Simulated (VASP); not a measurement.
## Be4Ga2C: relaxation of cell and atoms with PBE

Crystal: Be4Ga2C.

```
Be Ga C
1.0
     4.18209    0.00000    0.00000
     0.35559    4.20512    0.00000
     0.80552    1.35828    5.15191
Be Ga C
4 2 1
Cartesian
  4.2715 1.6336 3.2340
  4.8280 3.6856 2.5194
  4.4862 3.5736 4.5167
  3.4839 2.5078 1.4776
  1.5024 2.9249 0.4303
  2.3607 0.5639 2.0914
  1.4665 4.5825 3.7624
```

```yaml
Program: VASP 6.6.1
Task: relaxation of cell and atoms
Functional: PBE
Potentials_or_basis: VASP PAW PBE potentials, release 64 (Be, Ga_d, C)
Cutoff: 600 eV
k_mesh: 4 × 4 × 4
Occupations: gaussian, width 0.1 eV
Spin: no spin polarisation
Dipole_correction: no
Further_INCAR_settings: ALGO = Normal; EDIFF = 1e-06; IBRION = 2; EDIFFG = -0.04; NSW = 90; ISIF = 3
```

```
Relaxed volume                        : 12.87 Å³/atom
Relaxed cell                          : a = 4.166 Å, b = 4.187 Å, c = 5.407 Å, α = 75.40°, β = 81.70°, γ = 84.32°
Space group after relaxing (to 0.1 Å) : P1 (No. 1)
Energy gained by relaxing             : 1.0 meV/atom
Ionic steps                           : 13
Pressure after relaxing               : 0.0 GPa
Largest force after relaxing          : 0.039 eV/Å
Band gap on the k mesh                : zero (bands 19 and 20 overlap by 0.68 eV)
```

Forces on the atoms (eV/Å):
```
Be  -0.013 -0.011  0.029
Be   0.007  0.021 -0.003
Be  -0.010  0.004  0.006
Be   0.000 -0.030 -0.003
Ga   0.020  0.005 -0.010
Ga   0.003 -0.015  0.011
C   -0.006  0.024 -0.030
```

Stress tensor (GPa, compression positive):
```
 0.07  0.05  0.05
 0.05  0.06 -0.03
 0.05 -0.03  0.01
```

Step by step:
```
step  energy change (eV)  largest force (eV/Å)  pressure (GPa)  volume (Å³)
   1              0.0000                0.1169            0.03        90.60
   2             -0.0024                0.0568           -0.15        90.63
   3             -0.0027                0.1017           -0.22        90.65
   4             -0.0042                0.0529            0.01        90.41
   5             -0.0044                0.0704            0.12        90.31
   6             -0.0055                0.0454           -0.01        90.32
   7             -0.0058                0.0500           -0.06        90.32
   8             -0.0058                0.0605           -0.07        90.32
   9             -0.0065                0.0467            0.00        90.22
  10             -0.0066                0.0536            0.02        90.17
  11             -0.0065                0.0777            0.09        90.08
  12             -0.0066                0.0580            0.02        90.15
  13             -0.0071                0.0390            0.05        90.11
```

Final structure:
```yaml
crystal:
  lattice:
    - [4.16579, 0.02983, -0.01642]
    - [0.38421, 4.16884, -0.02332]
    - [0.79183, 1.32458, 5.18227]
  atoms:
    - { symbol: Be, position: [0.88371, 0.18764, 0.62642] }
    - { symbol: Be, position: [0.99798, 0.71953, 0.48937] }
    - { symbol: Be, position: [0.85825, 0.56990, 0.87629] }
    - { symbol: Be, position: [0.74051, 0.49914, 0.28438] }
    - { symbol: Ga, position: [0.28474, 0.66477, 0.08653] }
    - { symbol: Ga, position: [0.47932, 0.00598, 0.40427] }
    - { symbol: C, position: [0.13971, 0.85303, 0.73274] }
```

Levels at points of the mesh, in eV from the Fermi level:
```
           k point  band 17  band 18  band 19  band 20  band 21  band 22
(0.00, 0.00, 0.00)    -2.45    -1.87    -1.33     0.45     1.09     1.93
(0.50, 0.00, 0.00)    -2.82    -2.12    -0.84     1.05     1.70     2.05
(0.00, 0.50, 0.00)    -2.62    -1.75    -1.01     0.44     1.60     1.72
(0.50, 0.50, 0.00)    -2.96    -2.44    -1.75     0.27     0.63     2.64
(0.00, 0.00, 0.50)    -2.50    -1.19    -1.09    -0.34     0.94     2.50
(0.50, 0.00, 0.50)    -1.87    -1.43     0.12     0.74     1.48     1.87
(0.00, 0.50, 0.50)    -2.69    -1.43    -0.13     0.41     1.57     2.51
(0.50, 0.50, 0.50)    -4.11    -2.80    -1.75     1.68     2.18     2.90
```

It took 14 min on 1 thread of Intel Xeon 8259CL, with other jobs on the host, peak memory 0.3 GiB.

Caveat: the k points lie up to 0.39 Å⁻¹ apart in the final cell, too coarse for converged energies and pressures of a metal.
